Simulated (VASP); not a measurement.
A run of VASP 6.6.1 is set up as follows.

Contents of INCAR:

```
SYSTEM = Si
PREC     = Accurate       ! precision mode
ENCUT    = 500            ! plane-wave cutoff, eV
EDIFF    = 1E-6           ! SCF threshold, eV
ISMEAR   = -1             ! smearing method
SIGMA    = 0.06122561905347299 ! smearing width, eV
LREAL    = .False.        ! projectors in reciprocal space
LASPH    = .True.         ! aspherical terms in the spheres
NELM     = 120            ! most SCF steps
ALGO     = Normal         ! electronic algorithm
ISIF     = 2              ! what is computed and relaxed
LWAVE    = .False.        ! write WAVECAR
LCHARG   = .True.         ! write CHGCAR
GGA      = PE             ! functional
LELF     = .True.         ! ELF
LVHAR    = .True.       
NBANDS   = 8              ! bands
GGA_COMPAT= .False.
```

File KPOINTS:

```
regular mesh
0
Gamma
  48 48 48
  0 0 0
```

File POSCAR:

```
Si
1.0
    0.0000000000      1.9600190891      1.9600190891
    1.9600190891      0.0000000000      1.9600190891
    1.9600190891      1.9600190891      0.0000000000
Si
1
Direct
    0.0000000000      0.0000000000      0.0000000000
```

Potentials or basis: VASP PAW PBE potentials, release 64 (Si).

Command:

```bash
$ cat potpaw_PBE.64/Si/POTCAR > POTCAR
$ mpirun -np 1 vasp_std > vasp.out
```

(1) Estimate the band gap on the k mesh.

(2) What does it give for the pressure?

Answers

(1) zero (bands 2 and 3 overlap by 13.63 eV).

(2) -3.1 GPa.

Caveat: the cell stands under tension.
